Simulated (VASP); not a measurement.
HfC, 2 atoms in the cell. The structure is cubic, space group Fm-3m (No. 225). Conventional cell: a = 4.650 Å, b = 4.650 Å, c = 4.650 Å, α = 90.00°, β = 90.00°, γ = 90.00°. Hf (site symmetry m-3m) has 6 C at 2.33 Å within 3.1 Å. C (site symmetry m-3m) has 6 Hf at 2.33 Å within 3.1 Å. 

```yaml
Program: VASP 6.6.1
Task: single point
Functional: PBE
Potentials_or_basis: VASP PAW PBE potentials, release 64 (Hf_pv, C)
Cutoff: 520 eV
k_mesh: 10 × 10 × 10
Occupations: gaussian, width 0.024 eV
Spin: no spin polarisation
Dipole_correction: no
Further_INCAR_settings: ALGO = Normal; EDIFF = 1e-06; NBANDS = 14
```

Potentials or basis: VASP PAW PBE potentials, release 64 (Hf_pv, C).

Launch:

```console
$ cat potpaw_PBE.64/Hf_pv/POTCAR potpaw_PBE.64/C/POTCAR > POTCAR
$ mpirun -np 1 vasp_std > vasp.out
```

Hardware: 1 thread of Intel Xeon 8259CL, on a shared host.

Q: Estimate the wall time of this run.

A: Wall time 16 s on 1 thread of Intel Xeon 8259CL (shared host), peak memory 0.15 GiB. Counts: scf iterations 12, k points 47.
